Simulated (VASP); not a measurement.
# C (Fd-3m) in VASP: a series of runs, part 3 of 3

VASP 6.6.1. The steps go on from the part before.

## Step 5: Electric field gradients, LDA (volume scaled by 1.02)

Contents of INCAR:

```
SYSTEM = C
PREC = Accurate
ENCUT = 520
EDIFF = 1E-8
ISMEAR = -1
SIGMA = 0.08
LREAL = .FALSE.
LASPH = .TRUE.
NELM = 60
ALGO = Normal
ISIF = 2
LWAVE = .FALSE.
LCHARG = .FALSE.
LEFG = .TRUE.
NBANDS = 11
```

Contents of KPOINTS:

```
Automatic mesh
0
G
  20 20 20
  0 0 0
```

Contents of POSCAR:

```
C
1.0
    0.0000000000      1.7952109402      1.7952109402
    1.7952109402      0.0000000000      1.7952109402
    1.7952109402      1.7952109402      0.0000000000
C
2
Direct
    0.5000000000      0.5000000000      0.5000000000
    0.7500000000      0.7500000000      0.7500000000
```

Potentials or basis: VASP PAW LDA potentials, release 64 (C).

Command:

```bash
$ cat potpaw_LDA.64/C/POTCAR > POTCAR
$ mpirun -np 1 vasp_std > vasp.out
```

OUTCAR:

```text
SYSTEM = C
   PREC = Accurate
   ENCUT = 520
   EDIFF = 1E-8
   ISMEAR = -1
   LREAL = .FALSE.
   LASPH = .TRUE.
   NELM = 60
   ISIF = 2

 ion  position               nearest neighbor table
   1  0.500  0.500  0.500-   2 1.55   2 1.55   2 1.55   2 1.55
   2  0.750  0.750  0.750-   1 1.55   1 1.55   1 1.55   1 1.55

  LATTYP: Found a face centered cubic cell.
 ALAT       =     3.5904218804

  Lattice vectors:

 A1 = (   0.0000000000,   1.7952109402,   1.7952109402)
 A2 = (   1.7952109402,   0.0000000000,   1.7952109402)
 A3 = (   1.7952109402,   1.7952109402,   0.0000000000)

Analysis of symmetry for initial positions (statically):
=====================================================================
 Subroutine PRICEL returns:
 Original cell was already a primitive cell.

 Routine SETGRP: Setting up the symmetry group for a
 face centered cubic supercell.

 Subroutine GETGRP returns: Found 48 space group operations
 (whereof 24 operations were pure point group operations)
 out of a pool of 48 trial point group operations.

The static configuration has the point symmetry T_d .
 The point group associated with its full space group is O_h .

Analysis of symmetry for dynamics (positions and initial velocities):
=====================================================================
 Subroutine PRICEL returns:
 Original cell was already a primitive cell.

 Routine SETGRP: Setting up the symmetry group for a
 face centered cubic supercell.

 Subroutine GETGRP returns: Found 48 space group operations
 (whereof 24 operations were pure point group operations)
 out of a pool of 48 trial point group operations.

The dynamic configuration has the point symmetry T_d .
[... 164 lines left out ...]
      9      28.1810      0.00000
     10      35.8446      0.00000
     11      35.8446      0.00000
[... 309 lines left out ...]
 k-point    24 :      -0.3500    0.0500    0.0000
  band No.  band energies     occupation
      1      -7.9873      2.00000
      2      -0.7209      2.00000
      3       6.4923      2.00000
      4       7.1394      2.00000
      5      17.5559      0.00000
      6      17.8508      0.00000
      7      18.1908      0.00000
      8      24.2988      0.00000
      9      29.9200      0.00000
     10      31.9979      0.00000
     11      33.2686      0.00000

 [... further k-points ...]
[... 5 lines left out ...]
  --------------------------------------------------------------------------------------
  -------------------------------------------------------------------------------------
  Total       -1.4255877     -1.4255877     -1.4255877      0.0000000      0.0000000      0.0000000
  in kB     -197.3913305   -197.3913305   -197.3913305      0.0000000      0.0000000      0.0000000
  external PRESSURE =    -197.3913305 kB  Pullay stress =       0.0000000 kB

 VOLUME and BASIS-vectors are now :
 -----------------------------------------------------------------------------
  energy-cutoff  :      520.00
  volume of cell :       11.57
      direct lattice vectors                 reciprocal lattice vectors
     0.000000000  1.795210940  1.795210940    -0.278518802  0.278518802  0.278518802
     1.795210940  0.000000000  1.795210940     0.278518802 -0.278518802  0.278518802
     1.795210940  1.795210940  0.000000000     0.278518802  0.278518802 -0.278518802

 POSITION                                       TOTAL-FORCE (eV/Angst)
 -----------------------------------------------------------------------------------
      1.79521      1.79521      1.79521        -0.000000     -0.000000     -0.000000
      2.69282      2.69282      2.69282         0.000000      0.000000      0.000000
 -----------------------------------------------------------------------------------
    total drift:                                0.000000     -0.000000      0.000000

  FREE ENERGIE OF THE ION-ELECTRON SYSTEM (eV)
  ---------------------------------------------------
  free  energy   TOTEN  =       -20.2133488908 eV

  energy  without entropy=      -20.2133488907  energy(sigma->0) =      -20.21334889

 Electric field gradients (V/A^2)
---------------------------------------------------------------------
 ion       V_xx      V_yy      V_zz      V_xy      V_xz      V_yz
---------------------------------------------------------------------
   1       0.000    -0.000    -0.000    -0.000    -0.000    -0.000
   2      -0.000    -0.000    -0.000    -0.000    -0.000    -0.000
---------------------------------------------------------------------

 Electric field gradients after diagonalization (V/A^2)
 (convention: |V_zz| > |V_xx| > |V_yy|)
----------------------------------------------------------------------
 ion       V_xx      V_yy      V_zz     asymmetry (V_yy - V_xx)/ V_zz
----------------------------------------------------------------------
   1       0.000     0.000    -0.000       0.000
   2       0.000     0.000    -0.000       0.000
----------------------------------------------------------------------

           NMR quadrupolar parameters

 Cq : quadrupolar parameter    Cq=e*Q*V_zz/h
 eta: asymmetry parameters     (V_yy - V_xx)/ V_zz
 Q  : nuclear electric quadrupole moment in mb (millibarn)
----------------------------------------------------------------------
 ion       Cq(MHz)       eta       Q (mb)
----------------------------------------------------------------------
   1      -0.000       0.000       1.000
   2      -0.000       0.000       1.000
----------------------------------------------------------------------
```

OSZICAR:

```text
N       E                     dE             d eps       ncg     rms          rms(c)
DAV:   1    -0.908821474389E+00   -0.90882E+00   -0.47689E+03  5979   0.697E+02
DAV:   2    -0.205867947050E+02   -0.19678E+02   -0.19007E+02  7480   0.128E+02
DAV:   3    -0.209717295359E+02   -0.38493E+00   -0.38390E+00  6533   0.134E+01
DAV:   4    -0.209724710667E+02   -0.74153E-03   -0.74151E-03  6087   0.734E-01
DAV:   5    -0.209724721323E+02   -0.10656E-05   -0.10656E-05  6465   0.260E-02    0.555E+00
DAV:   6    -0.204105196392E+02    0.56195E+00   -0.29769E-01  5827   0.376E+00    0.322E+00
DAV:   7    -0.202135591786E+02    0.19696E+00   -0.35610E-01  6169   0.413E+00    0.685E-01
DAV:   8    -0.202133609658E+02    0.19821E-03   -0.89803E-03  5899   0.772E-01    0.280E-02
DAV:   9    -0.202133472402E+02    0.13726E-04   -0.34497E-05  6394   0.460E-02    0.204E-02
DAV:  10    -0.202133489782E+02   -0.17380E-05   -0.21956E-06  6172   0.121E-02    0.479E-03
DAV:  11    -0.202133488998E+02    0.78417E-07   -0.98400E-08  6351   0.233E-03    0.706E-04
DAV:  12    -0.202133488908E+02    0.89664E-08   -0.23688E-09  3621   0.441E-04
   1 F= -.20213349E+02 E0= -.20213349E+02  d E =-.108053E-09
```

stdout:

```text
POSCAR found type information on POSCAR C
 POSCAR found :  1 types and       2 ions
 scaLAPACK will be used
 LDA part: xc-table for (Slater(with rela. corr.)+CA(PZ))
 , standard interpolation
 POSCAR, INCAR and KPOINTS ok, starting setup
 FFT: planning ... GRIDC
 FFT: planning ... GRID_SOFT
 FFT: planning ... GRID
 WAVECAR not read
 entering main loop
ion   1

ion   2
```

Run time: 19 s. Hardware: 1 thread of AMD EPYC 9R14 (Zen 4), shared host; peak memory 0.1 GiB.

Results:

```yaml
Free_energy: -20.2133 eV
Pressure: -19.7 GPa
Band_gap_on_the_k_mesh: 4.05 eV, indirect (least direct gap 5.49 eV)
```

Caveat: without QUAD_EFG the Cq values of the log hold for a quadrupole moment of 1 mb, not for the nuclei.

## Step 6: The runs side by side

| cell | gap on the mesh (eV) | pressure (GPa) |
| --- | --- | --- |
| a = 2.488 Å, angles 60.0°, 2 atoms | 4.20 | 7.0 |
| a = 2.514 Å, angles 60.0°, 2 atoms | 4.13 | -7.3 |
| a = 2.539 Å, angles 60.0°, 2 atoms | 4.05 | -19.7 |

Alike in all rows: task electric field gradients; level LDA; potentials or basis VASP PAW LDA potentials, release 64 (C); no spin polarisation; k mesh 20 × 20 × 20; cutoff (eV) 520; smearing fermi-dirac 0.08 eV.

Absolute energies hang on the potentials; compare differences alone.
